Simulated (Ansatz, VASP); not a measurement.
## One calculation of HfBi2O2, two programs

Contents of INCAR:

```
SYSTEM = HfBi2O2
  PREC = Accurate
  ENCUT = 600
  EDIFF = 1E-7
  ISMEAR = 0
  SIGMA = 0.1
  LREAL = .False.
  LASPH = .True.
  NELM = 60
  ALGO = Normal
  ISIF = 3
  LWAVE = .False.
  LCHARG = .False.
  GGA = PE
  IBRION = 2
  NSW = 90
  EDIFFG = -0.04
```

KPOINTS

```
Automatic mesh
0
Gamma
  6 6 4
  0 0 0
```

Contents of POSCAR:

```
HfBi2O2
1.0
    4.1282289600      0.0000000000      0.0000000000
   -2.0641144800      3.5751511500      0.0000000000
    0.0000000000      0.0000000000      6.9887501000
Hf Bi O
1 2 2
Direct
    0.0000000000      0.0000000000      0.0000000000
    0.3333333300      0.6666666700      0.2606000000
    0.6666666700      0.3333333300      0.7394000000
    0.3333333300      0.6666666700      0.6318000000
    0.6666666700      0.3333333300      0.3682000000
```

Input for Ansatz:

```yaml
crystal:
  lattice:
    - [4.12822896, 0.0, 0.0]
    - [-2.06411448, 3.57515115, 0.0]
    - [0.0, 0.0, 6.9887501]
  atoms:
    - { symbol: Hf, position: [0.0, 0.0, 0.0] }
    - { symbol: Bi, position: [0.33333333, 0.66666667, 0.2606] }
    - { symbol: Bi, position: [0.66666667, 0.33333333, 0.7394] }
    - { symbol: O, position: [0.33333333, 0.66666667, 0.6318] }
    - { symbol: O, position: [0.66666667, 0.33333333, 0.3682] }
basis:
  ecutwfc: 420
kpoints:
  mp_grid: { grid: [6, 6, 4] }
hamiltonian:
  xc: pbe
scf:
  occupations: { method: gaussian, width: 0.1 }
  lower_state_search: "off"
output:
  forces: true
  stress: true
  eigenvalues: true
relax:
  adjacent_minimum: "off"
  f_tol: 0.04
  max_steps: 70
  cell: { stress_tol: 0.4 }
```

Change from the starting cell: species swapped into the CaZn2P2 type (P-3m1, No. 164).

Alike in both runs: task relaxation of cell and atoms; functional PBE; k mesh 6 × 6 × 4; occupations gaussian, width 0.1 eV; no spin polarisation.

```csv
,VASP,Ansatz
version,VASP 6.6.1,Ansatz 0.2.0
potentials or method,"VASP PAW PBE potentials, release 64 (Hf_pv, Bi_d, O), cutoff 600 eV","scalar-relativistic, plane waves, PAW"
valence electrons in the cell,52,68
```

|  | VASP | Ansatz | Ansatz less VASP |
| --- | --- | --- | --- |
| gap on the k mesh at the Fermi level, each at its own relaxed structure (eV) | none | none | - |
| relaxed volume (Å³/atom) | 20.87 | 19.79 | -1.087 |
| relaxed length of the cell vector where the two differ most in proportion (Å) | 6.859 | 8.384 | +1.5254 |

A gap of «none» marks a metal or a gap that the smearing closes. One of these differences is far larger than is usual between the two programs; its cause wasn't traced. VASP's potentials hold 52 valence electrons a cell and Ansatz's 68, so a difference there can come from the potentials and not from the codes.

Neither program's run includes spin-orbit coupling.
